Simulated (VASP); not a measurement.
KF (zincblende type): relaxation of cell and atoms with PBE

The system is KF (zincblende type).

```xyz
2
Lattice="0.0000 2.5884 2.5884 2.5884 0.0000 2.5884 2.5884 2.5884 0.0000" Properties=species:S:1:pos:R:3 pbc="T T T"
K     0.0000    0.0000    0.0000
F     1.2942    1.2942    1.2942
```

```yaml
Program: VASP 6.6.1
Task: relaxation of cell and atoms
Functional: PBE
Potentials_or_basis: VASP PAW PBE potentials, release 64 (K_sv, F_h)
Cutoff: 1350 eV
k_mesh: 11 × 11 × 11
Occupations: fermi-dirac, width 0.05 eV
Spin: no spin polarisation
Dipole_correction: no
Further_INCAR_settings: ALGO = Normal; EDIFF = 1e-07; IBRION = 2; EDIFFG = -0.005; NSW = 100; ISIF = 3
```

* Relaxed volume: 26.47 Å³/atom
* Relaxed cell: a = 4.215 Å, b = 4.215 Å, c = 4.215 Å, α = 60.00°, β = 60.00°, γ = 60.00°
* Space group after relaxing (to 0.1 Å): F-43m (No. 216)
* Energy gained by relaxing: 437.6 meV/atom
* Ionic steps: 21
* Pressure after relaxing: 0.0 GPa
* Band gap on the k mesh: 5.04 eV (least direct gap 5.22 eV)

The path:
```csv
step,energy change (eV),largest force (eV/Å),pressure (GPa),volume (Å³)
1,0.0000,0.0000,23.03,34.68
2,-0.8509,0.0000,2.00,48.76
3,-0.8702,0.0000,0.83,50.98
4,-0.8675,0.0000,-0.89,55.60
5,-0.8751,0.0000,-0.05,53.08
6,-0.8751,0.0000,0.13,52.66
7,-0.8751,0.0000,0.12,52.66
8,-0.8751,0.0000,0.12,52.66
9,-0.8751,0.0000,0.11,52.66
10,-0.8751,0.0000,0.11,52.66
11,-0.8751,0.0000,0.11,52.66
12,-0.8751,0.0000,0.11,52.66
13,-0.8751,0.0000,0.11,52.66
14,-0.8751,0.0000,0.11,52.66
15,-0.8751,0.0000,0.11,52.67
16,-0.8751,0.0000,0.11,52.67
17,-0.8751,0.0000,0.11,52.68
18,-0.8751,0.0000,0.10,52.70
19,-0.8751,0.0000,0.09,52.73
20,-0.8751,0.0000,0.06,52.81
21,-0.8752,0.0000,0.00,52.95
```

Final structure:
```
CELL_PARAMETERS angstrom
0.00000 2.98043 2.98043
2.98043 0.00000 2.98043
2.98043 2.98043 0.00000
ATOMIC_POSITIONS crystal
K 0.00000 0.00000 0.00000
F 0.25000 0.25000 0.25000
```

Levels at points of the mesh, in eV from the valence-band top:
```csv
k point,band 5,band 6,band 7,band 8,band 9,band 10,band 11,band 12
"(0.00, 0.00, 0.00)",-9.73,-0.17,-0.17,-0.17,5.04,11.59,11.59,11.68
```

Run time: 18 min on 1 thread of AMD EPYC 7R43 64-Core Processor (Zen 3), on a shared host, peak memory 0.39 GiB.

Caveat: the volume moved by over 15 % at a fixed basis, so the end points are rough; an odd mesh through Γ misses points on the zone boundary, where band edges can lie.
